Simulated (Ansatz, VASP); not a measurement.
Ta2Ti: VASP beside Ansatz

```
Ti Ta
1.0
     0.00000    3.85521    3.85521
     3.85521    0.00000    3.85521
     3.85521    3.85521    0.00000
Ti Ta
2 4
Direct
  0.00000 0.00000 0.00000
  0.25000 0.25000 0.25000
  0.62500 0.62500 0.62500
  0.12500 0.62500 0.62500
  0.62500 0.62500 0.12500
  0.62500 0.12500 0.62500
```

Alike in both runs: functional PBE; k mesh 4 × 4 × 4; occupations gaussian, width 0.1 eV; no spin polarisation.

Ansatz relaxed the structure, and its values are those at the end. VASP's run is a single point on that final structure, the one shown.

|  | VASP | Ansatz |
| --- | --- | --- |
| version | VASP 6.6.1 | Ansatz 0.2.0 |
| potentials or method | VASP PAW PBE potentials, release 64 (Ti_sv, Ta_pv), cutoff 520 eV | scalar-relativistic, plane waves, PAW |
| valence electrons in the cell | 68 | 76 |

Ansatz gave:

- gap on the k mesh at the Fermi level (eV): none
- pressure (GPa): 0.1

What did VASP give for the same quantities?

gap on the k mesh at the Fermi level (eV): none; pressure (GPa): 0.2.

A gap of «none» marks a metal or a gap that the smearing closes. VASP's potentials hold 68 valence electrons a cell and Ansatz's 76, so a difference there can come from the potentials and not from the codes.

Spin-orbit coupling is off throughout.
